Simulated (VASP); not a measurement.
Set up this calculation in VASP 6.6.1, as the native input.

```
Task                   : single point
Functional             : r2SCAN
Potentials or basis    : VASP PAW PBE potentials, release 64 (Sr_sv, Cl)
Cutoff                 : 520 eV
k mesh                 : 8 × 8 × 8
Occupations            : gaussian, width 0.01 eV
Spin                   : no spin polarisation
Dipole correction      : no
Further INCAR settings : ALGO = Normal; EDIFF = 1e-06; NBANDS = 19
```

SrCl2:

```xyz
3
Lattice="2.1692 1.2524 6.3805 -2.1692 1.2524 6.3805 0.0000 -2.5047 6.3805" Properties=species:S:1:pos:R:3 pbc="T T T"
Sr    0.0000    0.0000    0.0034
Cl    0.0000    0.0000    8.0018
Cl    0.0000    0.0000    4.7556
```

This cell differs from its parent crystal: strain +4.0%.

The input as run:

POSCAR

```
SrCl2
1.0
    2.1691735015      1.2523729050      6.3804504438
   -2.1691735015      1.2523729050      6.3804504438
    0.0000000000     -2.5047458101      6.3804504438
Sr Cl
1 2
Direct
    0.0001794934      0.0001794934      0.0001794934
    0.4180391759      0.4180391759      0.4180391759
    0.2484479974      0.2484479974      0.2484479974
```

INCAR.step1

```
PREC = Accurate
ENCUT = 520
ISMEAR = 0
SIGMA = 0.01
LREAL = False
LASPH = True
NELM = 80
NBANDS = 19
GGA = PE
ALGO = Normal
EDIFF = 1E-4
LWAVE = True
LCHARG = False
```

INCAR.step2

```
PREC = Accurate
ENCUT = 520
EDIFF = 1E-6
ISMEAR = 0
SIGMA = 0.01
LREAL = False
LASPH = True
NELM = 80
ALGO = Normal
ISIF = 2
LWAVE = False
LCHARG = False
METAGGA = R2SCAN
LMIXTAU = True
NBANDS = 19
ISTART = 1
```

KPOINTS

```
Automatic mesh
0
Gamma
  8 8 8
```

Potentials or basis: VASP PAW PBE potentials, release 64 (Sr_sv, Cl).

Run with:

```sh
$ cat potpaw_PBE.64/Sr_sv/POTCAR potpaw_PBE.64/Cl/POTCAR > POTCAR
$ cp INCAR.step1 INCAR
$ mpirun -np 1 vasp_std > vasp.out
$ cp INCAR.step2 INCAR
$ mpirun -np 1 vasp_std > vasp.out
```

It gave:

* Pressure: -1.3 GPa
* Largest force: 0.007 eV/Å
* Band gap on the k mesh: 4.65 eV, direct

Caveat: the cell differs from its parent crystal (strain +4.0%); the PAW data sets were made with another functional, which shifts forces and pressure a little.

It took 12 min on 1 thread of Intel(R) Xeon(R) 6975P-C (Granite Rapids) (shared host), peak memory 0.47 GiB.
